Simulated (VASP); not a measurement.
## ZrB2: relaxation of cell and atoms with PBEsol

Crystal: ZrB2.

```xyz
3
Lattice="3.1552 0.0000 0.0000 -1.5776 2.7325 0.0000 0.0000 0.0000 3.5064" Properties=species:S:1:pos:R:3 pbc="T T T"
Zr    0.0000    0.0000    0.0000
B     0.0000    1.8217    1.7532
B     1.5776    0.9108    1.7532
```

```yaml
Program: VASP 6.6.1
Task: relaxation of cell and atoms
Functional: PBEsol
Potentials_or_basis: VASP PAW PBE potentials, release 64 (Zr_sv, B)
Cutoff: 600 eV
k_mesh: 16 × 16 × 12
Occupations: fermi-dirac, width 0.1 eV
Spin: no spin polarisation
Target_pressure: 2 GPa
Dipole_correction: no
Further_INCAR_settings: ALGO = Normal; EDIFF = 1e-06; IBRION = 2; EDIFFG = -0.002; NSW = 100; ISIF = 3
```

The relaxed volume is 10.01 Å³/atom and the relaxed cell is a = 3.149 Å, b = 3.149 Å, c = 3.498 Å, α = 90.00°, β = 90.00°, γ = 120.00°. The space group after relaxing (to 0.1 Å) is P6/mmm (No. 191) and the energy change on relaxing (the run minimises the enthalpy) is +0.5 meV/atom. The ionic steps are 12 and the pressure after relaxing is 2.0 GPa. The band gap on the k mesh is zero (bands 9 and 10 overlap by 1.16 eV).

Step by step:
| step | energy change (eV) | largest force (eV/Å) | pressure (GPa) | volume (Å³) |
| --- | --- | --- | --- | --- |
| 1 | 0.0000 | 0.0000 | 0.33 | 30.23 |
| 2 | 0.0065 | 0.0000 | 4.26 | 29.77 |
| 3 | 0.0014 | 0.0000 | 2.01 | 30.03 |
| 4 | 0.0014 | 0.0000 | 1.98 | 30.03 |
| 5 | 0.0014 | 0.0000 | 1.97 | 30.03 |
| 6 | 0.0014 | 0.0000 | 1.97 | 30.03 |
| 7 | 0.0014 | 0.0000 | 1.97 | 30.03 |
| 8 | 0.0015 | 0.0000 | 2.02 | 30.02 |
| 9 | 0.0014 | 0.0000 | 2.02 | 30.03 |
| 10 | 0.0014 | 0.0000 | 2.02 | 30.03 |
| 11 | 0.0014 | 0.0000 | 2.00 | 30.03 |
| 12 | 0.0014 | 0.0000 | 1.98 | 30.03 |

Final structure:
```
CELL_PARAMETERS angstrom
3.14885 0.00000 0.00000
-1.57443 2.72699 0.00000
0.00000 0.00000 3.49751
ATOMIC_POSITIONS crystal
Zr 0.00000 0.00000 0.00000
B 0.33333 0.66667 0.50000
B 0.66667 0.33333 0.50000
```

Levels at points of the mesh, in eV from the Fermi level:
```csv
k point,band 7,band 8,band 9,band 10,band 11,band 12
"(0.00, 0.00, 0.00)",-2.69,-2.66,-2.28,3.50,3.50,4.35
"(0.50, 0.00, 0.00)",-3.96,-3.07,-2.78,2.31,2.37,5.08
"(0.00, 0.00, 0.50)",-0.96,-0.96,0.29,0.29,0.79,0.79
"(0.50, 0.00, 0.50)",-4.71,-4.22,-1.93,3.90,4.20,5.48
```

It took 3.7 min on 1 thread of Intel(R) Xeon(R) Platinum 8488C (Sapphire Rapids) (shared host), peak memory 0.25 GiB.

Caveat: the cell is relaxed towards a set pressure, so the run minimises the enthalpy, not the energy; the PAW data sets were made with another functional, which shifts forces and pressure a little.
